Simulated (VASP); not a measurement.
Write the native input for VASP 6.6.1 that does the following.

```
Task                   : single point
Functional             : PBE
Dispersion             : D3(BJ)
Potentials or basis    : VASP PAW PBE potentials, release 64 (C, O)
Cutoff                 : 520 eV
k mesh                 : 8 × 7 × 1
Occupations            : gaussian, width 0.05 eV
Spin                   : no spin polarisation
Dipole correction      : yes
Further INCAR settings : ALGO = Normal; EDIFF = 1e-07; NBANDS = 37
```

The structure of C11O lies in POSCAR:

```
C11O
1.0
    3.6473242347      0.0000000000      0.0000000000
   -1.6658829406      3.9310150970      0.0000000000
    0.0000000000      0.0000000000     23.1809581692
C O
11 1
Direct
    0.5001799340      0.3333933113      0.1725554212
    0.4998200660      0.6666066887      0.1725554212
    0.5001799340      0.8333933113      0.2257231425
    0.4998200660      0.1666066887      0.2257231425
    0.5000212331      0.3353169669      0.2788716798
    0.4999787669      0.6646830331      0.2788716798
    0.5001286273      0.8366480408      0.3322552327
    0.4998713727      0.1633519592      0.3322552327
    0.4997623703      0.3544335274      0.3809574266
    0.5002376297      0.6455664726      0.3809574266
    1.2497623703      0.8544335274      0.5470420194
    1.2497623703      0.8544335274      0.4974323358
```

The input as run:

INCAR

```
  PREC = Accurate
  ENCUT = 520
  EDIFF = 1E-7
  ISMEAR = 0
  SIGMA = 0.05
  LREAL = F
  LASPH = T
  NELM = 100
  ALGO = Normal
  ISIF = 2
  LWAVE = F
  LCHARG = T
  LDIPOL = T
  IDIPOL = 3
  DIPOL = 0.5 0.5 0.319
  GGA = PE
  IVDW = 12
  LELF = T
  LVHAR = T
  LVACPOTAV = T
  NBANDS = 37
```

KPOINTS

```
Automatic mesh
0
Gamma
  8 7 1
```

Potentials or basis: VASP PAW PBE potentials, release 64 (C, O).

Launch:

```sh
$ cat potpaw_PBE.64/C/POTCAR potpaw_PBE.64/O/POTCAR > POTCAR
$ mpirun -np 1 vasp_std > vasp.out
```

It gave:

```
Largest force              : 6.775 eV/Å
Band gap on the k mesh     : zero (bands 25 and 26 overlap by 0.72 eV)
Dispersion energy per atom : -0.108 eV
```

Wall time 4.9 min on 1 thread of Intel(R) Xeon(R) 6975P-C (Granite Rapids) (shared host), peak memory 0.52 GiB.
